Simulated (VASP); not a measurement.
# SrO (Fm-3m) in VASP: further runs, part 2 of 2

VASP 6.6.1. The steps go on from the part before.

## (4) Single point, r2SCAN, non-collinear spin, zero start, spin-orbit coupling (strain -2.0%)

POSCAR reads:

```
SrO
1.0
    0.0000000000      2.5282944794      2.5282944794
    2.5282944794      0.0000000000      2.5282944794
    2.5282944794      2.5282944794      0.0000000000
Sr O
1 1
Direct
    0.0000000000      0.0000000000      0.0000000000
    0.5000000000      0.5000000000      0.5000000000
```

INCAR.step1 reads:

```
SYSTEM = SrO
PREC = Accurate
ENCUT = 520
ISMEAR = 0
SIGMA = 0.01
LREAL = .False.
LASPH = .True.
NELM = 150
MAGMOM = 0 0 0 0 0 0
LSORBIT = .True.
GGA_COMPAT = .False.
NBANDS = 28
GGA = PE
ALGO = Normal
EDIFF = 1E-4
LWAVE = .True.
LCHARG = .False.
```

INCAR.step2 reads:

```
SYSTEM = SrO
PREC = Accurate
ENCUT = 520
EDIFF = 1E-6
ISMEAR = 0
SIGMA = 0.01
LREAL = .False.
LASPH = .True.
NELM = 150
ALGO = Normal
ISIF = 2
LWAVE = .False.
LCHARG = .True.
MAGMOM = 0 0 0 0 0 0
LORBIT = 11
LSORBIT = .True.
GGA_COMPAT = .False.
LORBMOM = .True.
METAGGA = R2SCAN
LMIXTAU = .True.
LVHAR = .True.
NBANDS = 28
ISTART = 1
```

KPOINTS reads:

```
regular mesh
0
Gamma
  8 8 8
  0 0 0
```

Potentials or basis: VASP PAW PBE potentials, release 64 (Sr_sv, O).

The run is started by

```
cat potpaw_PBE.64/Sr_sv/POTCAR potpaw_PBE.64/O/POTCAR > POTCAR
cp INCAR.step1 INCAR
mpirun -np 1 vasp_ncl > vasp.out
cp INCAR.step2 INCAR
mpirun -np 1 vasp_ncl > vasp.out
```

OUTCAR:

```text
SYSTEM = SrO
   PREC = Accurate
   ENCUT = 520
   EDIFF = 1E-6
   ISMEAR = 0
   LREAL = .False.
   LASPH = .True.
   NELM = 150
   ISIF = 2
   LORBIT = 11
   LSORBIT = .True.
   METAGGA = R2SCAN
   ISTART = 1

 ion  position               nearest neighbor table
   1  0.000  0.000  0.000-   2 2.53   2 2.53   2 2.53   2 2.53   2 2.53   2 2.53
   2  0.500  0.500  0.500-   1 2.53   1 2.53   1 2.53   1 2.53   1 2.53   1 2.53

  LATTYP: Found a face centered cubic cell.
 ALAT       =     5.0565889588

  Lattice vectors:

 A1 = (   0.0000000000,   2.5282944794,   2.5282944794)
 A2 = (   2.5282944794,   0.0000000000,   2.5282944794)
[... 1039 lines left out ...]
     0.0000000     0.0000000     0.0000000     0.0000000     0.0000000
 l=   3
     0.0000000     0.0000000     0.0000000     0.0000000     0.0000000     0.0000000     0.0000000
     0.0000000     0.0000000     0.0000000     0.0000000     0.0000000     0.0000000     0.0000000
     0.0000000     0.0000000     0.0000000     0.0000000     0.0000000     0.0000000     0.0000000
     0.0000000     0.0000000     0.0000000     0.0000000     0.0000000     0.0000000     0.0000000
     0.0000000     0.0000000     0.0000000     0.0000000     0.0000000     0.0000000     0.0000000
     0.0000000     0.0000000     0.0000000     0.0000000     0.0000000     0.0000000     0.0000000
     0.0000000     0.0000000     0.0000000     0.0000000     0.0000000     0.0000000     0.0000000

 total charge

# of ion       s       p       d       tot
------------------------------------------
    1        2.019   5.932   0.264   8.214
    2        1.557   3.472   0.000   5.029
--------------------------------------------------
tot          3.576   9.404   0.264  13.243

 magnetization (x)

# of ion       s       p       d       tot
------------------------------------------
    1        0.000  -0.000   0.000  -0.000
    2        0.000   0.000   0.000   0.000
--------------------------------------------------
tot          0.000   0.000   0.000   0.000

 magnetization (y)

# of ion       s       p       d       tot
------------------------------------------
    1       -0.000  -0.000  -0.000  -0.000
    2        0.000  -0.000   0.000  -0.000
--------------------------------------------------
tot          0.000  -0.000  -0.000  -0.000

 magnetization (z)

# of ion       s       p       d       tot
------------------------------------------
    1        0.000  -0.000  -0.000  -0.000
    2        0.000   0.000   0.000   0.000
--------------------------------------------------
tot          0.000  -0.000  -0.000   0.000
```

OSZICAR.step1:

```text
N       E                     dE             d eps       ncg     rms          rms(c)
DAV:   1     0.857855052801E+02    0.85786E+02   -0.83766E+03  1624   0.112E+03
DAV:   2    -0.902854001221E+01   -0.94814E+02   -0.88691E+02  2104   0.260E+02
DAV:   3    -0.140867820162E+02   -0.50582E+01   -0.50147E+01  2320   0.526E+01
DAV:   4    -0.142836497713E+02   -0.19687E+00   -0.19671E+00  2148   0.743E+00
DAV:   5    -0.142851164709E+02   -0.14667E-02   -0.14665E-02  2024   0.733E-01    0.237E+01
DAV:   6    -0.121577994867E+02    0.21273E+01   -0.67883E+00  1672   0.215E+01    0.253E+01
DAV:   7    -0.120720758928E+02    0.85724E-01   -0.54928E-01  1920   0.593E+00    0.150E+01
DAV:   8    -0.120634159830E+02    0.86599E-02   -0.12741E-01  1788   0.357E+00    0.195E+00
DAV:   9    -0.120634340799E+02   -0.18097E-04   -0.62550E-03  2412   0.627E-01    0.293E-01
DAV:  10    -0.120641098534E+02   -0.67577E-03   -0.98365E-04  1840   0.235E-01    0.148E-01
DAV:  11    -0.120646308820E+02   -0.52103E-03   -0.41244E-04  1676   0.172E-01    0.284E-02
DAV:  12    -0.120646383698E+02   -0.74878E-05   -0.18558E-05  1116   0.417E-02
   1 F= -.12064638E+02 E0= -.12064638E+02  d E =-.704975E-70  mag=     0.0000     0.0000     0.0000
```

Run time: 4 min. Hardware: 1 thread of AMD EPYC 9R45 (Zen 5), shared host; peak memory 0.27 GiB.

Results:

```yaml
Free_energy: -27.0888 eV
Pressure: 7.2 GPa
Net_moment: 0.00 μB per cell
Valence_electrons_inside_the_program's_atomic_spheres: Sr 8.21; O 5.03
```

Moments on the atoms (μB; x, y, z):
```
Sr  0.00 0.00 0.00
O   0.00 0.00 0.00
```

Caveat: the cell differs from its parent crystal (strain -2.0%); the cell stands under pressure; the PAW data sets were made with another functional, which shifts forces and pressure a little.

## (5) Single point, r2SCAN, non-collinear spin, zero start, spin-orbit coupling (strain -1.0%)

POSCAR reads:

```
SrO
1.0
    0.0000000000      2.5540934026      2.5540934026
    2.5540934026      0.0000000000      2.5540934026
    2.5540934026      2.5540934026      0.0000000000
Sr O
1 1
Direct
    0.0000000000      0.0000000000      0.0000000000
    0.5000000000      0.5000000000      0.5000000000
```

INCAR.step1 reads:

```
PREC = Accurate ; ENCUT = 520
ISMEAR = 0 ; SIGMA = 0.01
LREAL = F ; LASPH = T
NELM = 150 ; MAGMOM = 0 0 0 0 0 0
LSORBIT = T ; GGA_COMPAT = F
NBANDS = 28 ; GGA = PE
ALGO = Normal ; EDIFF = 1E-4
LWAVE = T ; LCHARG = F
```

INCAR.step2 reads:

```
PREC = Accurate ; ENCUT = 520
EDIFF = 1E-6 ; ISMEAR = 0
SIGMA = 0.01 ; LREAL = F
LASPH = T ; NELM = 150
ALGO = Normal ; ISIF = 2
LWAVE = F ; LCHARG = T
MAGMOM = 0 0 0 0 0 0 ; LORBIT = 11
LSORBIT = T ; GGA_COMPAT = F
LORBMOM = T ; METAGGA = R2SCAN
LMIXTAU = T ; LVHAR = T
NBANDS = 28 ; ISTART = 1
```

KPOINTS reads:

```
regular mesh
0
Gamma
  8 8 8
```

The run is started by

```
cat potpaw_PBE.64/Sr_sv/POTCAR potpaw_PBE.64/O/POTCAR > POTCAR
cp INCAR.step1 INCAR
mpirun -np 1 vasp_ncl > vasp.out
cp INCAR.step2 INCAR
mpirun -np 1 vasp_ncl > vasp.out
```

It took 4 min on 1 thread of AMD EPYC 9R45 (Zen 5), shared host; peak memory 0.27 GiB.

It converged, with:

| Quantity | Value |
| --- | --- |
| Free energy | -27.1230 eV |
| Pressure | 3.6 GPa |
| Net moment | 0.00 μB per cell |
| Valence electrons inside the program's atomic spheres | Sr 8.19; O 5.01 |

Moments on the atoms (μB; x, y, z):
```
Sr  0.00 0.00 0.00
O   0.00 0.00 0.00
```

Caveat: the cell differs from its parent crystal (strain -1.0%); the cell stands under pressure; the PAW data sets were made with another functional, which shifts forces and pressure a little.

## (6) Overview

```tsv
cell	pressure (GPa)	moment (μB)
a = 3.503 Å, angles 60.0°, 2 atoms	16.0	0.00
a = 3.539 Å, angles 60.0°, 2 atoms	11.3	0.00
a = 3.576 Å, angles 60.0°, 2 atoms	7.2	0.00
a = 3.612 Å, angles 60.0°, 2 atoms	3.6	0.00
```

Alike in all rows: task single point; level r2SCAN; potentials or basis VASP PAW PBE potentials, release 64 (Sr_sv, O); spin non-collinear, zero start, SOC; k mesh 8 × 8 × 8; cutoff (eV) 520; smearing gaussian 0.01 eV.

Caveats: the cell stands under pressure; the PAW data sets were made with another functional, which shifts forces and pressure a little.

Absolute energies hang on the potentials; compare differences alone.
